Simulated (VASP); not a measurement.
Wanted: the native input for a VASP 6.6.1 run.

```
Task                   : single point
Functional             : PBE
Potentials or basis    : VASP PAW PBE potentials, release 64 (Al, Ni)
Cutoff                 : 520 eV
k mesh                 : 14 × 14 × 14
Occupations            : gaussian, width 0.01 eV
Spin                   : no spin polarisation
Dipole correction      : no
Further INCAR settings : ALGO = Normal; EDIFF = 1e-06; NBANDS = 24
```

The structure of AlNi3 lies in POSCAR:

```
AlNi3
1.0
    0.0000000000      2.8018887551      2.8018887551
    2.8018887551      0.0000000000      2.8018887551
    2.8018887551      2.8018887551      0.0000000000
Al Ni
1 3
Direct
    0.5000000000      0.5000000000      0.5000000000
    0.2500000000      0.2500000000      0.2500000000
    0.0000000000      0.0000000000      0.0000000000
    0.7500000000      0.7500000000      0.7500000000
```

These files were run (other wordings do the same):

INCAR

```
SYSTEM = AlNi3
PREC = Accurate
ENCUT = 520
EDIFF = 1E-6
ISMEAR = 0
SIGMA = 0.01
LREAL = .FALSE.
LASPH = .TRUE.
NELM = 100
ALGO = Normal
ISIF = 2
LWAVE = .FALSE.
LCHARG = .FALSE.
GGA = PE
NBANDS = 24
```

KPOINTS

```
Automatic mesh
0
G
  14 14 14
  0 0 0
```

Potentials or basis: VASP PAW PBE potentials, release 64 (Al, Ni).

Command:

```sh
$ cat potpaw_PBE.64/Al/POTCAR potpaw_PBE.64/Ni/POTCAR > POTCAR
$ mpirun -np 1 vasp_std > vasp.out
```

It gave:

The pressure is 7.1 GPa. The band gap on the k mesh is zero (an odd number of electrons rules out a gap without spin polarisation).

Caveat: the cell stands under pressure.

Run time: 2.3 min on 1 thread of Intel Xeon 8259CL, on a shared host, peak memory 0.24 GiB.
